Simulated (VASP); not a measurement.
Cu: relaxation of volume and atoms at fixed shape with r2SCAN

The system is Cu.

```
Cu
1.0
     2.87000    0.00000    0.00000
     0.00000    2.87000    0.00000
     0.00000    0.00000    2.87000
Cu
2
Cartesian
  0.0000 0.0000 0.0000
  1.4350 1.4350 1.4350
```

```
Program                : VASP 6.6.1
Task                   : relaxation of volume and atoms at fixed shape
Functional             : r2SCAN
Potentials or basis    : VASP PAW PBE potentials, release 64 (Cu)
Cutoff                 : 600 eV
k mesh                 : 7 × 7 × 7
Occupations            : gaussian, width 0.05 eV
Spin                   : no spin polarisation
Dipole correction      : no
Further INCAR settings : ALGO = Normal; EDIFF = 1e-07; IBRION = 2; EDIFFG = -0.01; NSW = 80; ISIF = 8
```

```
Relaxed volume                         : 11.54 Å³/atom
Relaxed cell                           : a = 2.847 Å, b = 2.847 Å, c = 2.847 Å, α = 90.00°, β = 90.00°, γ = 90.00°
Space group after relaxing (to 0.05 Å) : Im-3m (No. 229)
Energy gained by relaxing              : 2.9 meV/atom
Ionic steps                            : 3
Pressure after relaxing                : -0.1 GPa
Band gap on the k mesh                 : zero (band 11 reaches 11.12 eV, above the bottom of band 12 at 7.05 eV)
```

The path:
| step | energy change (eV) | largest force (eV/Å) | pressure (GPa) | volume (Å³) |
| --- | --- | --- | --- | --- |
| 1 | 0.0000 | 0.0000 | -3.25 | 23.64 |
| 2 | -0.0045 | 0.0000 | 1.58 | 22.83 |
| 3 | -0.0057 | 0.0000 | -0.08 | 23.08 |

Final structure:
```cif
data_structure
_symmetry_space_group_name_H-M 'P 1'
_symmetry_Int_Tables_number 1
_cell_length_a 2.8473
_cell_length_b 2.8473
_cell_length_c 2.8473
_cell_angle_alpha 90.000
_cell_angle_beta 90.000
_cell_angle_gamma 90.000
_cell_volume 23.08
loop_
_atom_site_label
_atom_site_type_symbol
_atom_site_fract_x
_atom_site_fract_y
_atom_site_fract_z
_atom_site_occupancy
Cu1 Cu 0.00000 0.00000 0.00000 1
Cu2 Cu 0.50000 0.50000 0.50000 1
```

Levels at points of the mesh, in eV from the Fermi level:
| k point | band 9 | band 10 | band 11 | band 12 | band 13 | band 14 |
| --- | --- | --- | --- | --- | --- | --- |
| (0.00, 0.00, 0.00) | -1.66 | -1.66 | -1.66 | 8.75 | 8.75 | 8.75 |

It took 53 s on 1 thread of AMD EPYC 9R45 96-Core Processor (Zen 5), with other jobs on the host, peak memory 0.11 GiB.

Caveat: the PAW data sets were made with another functional, which shifts forces and pressure a little.
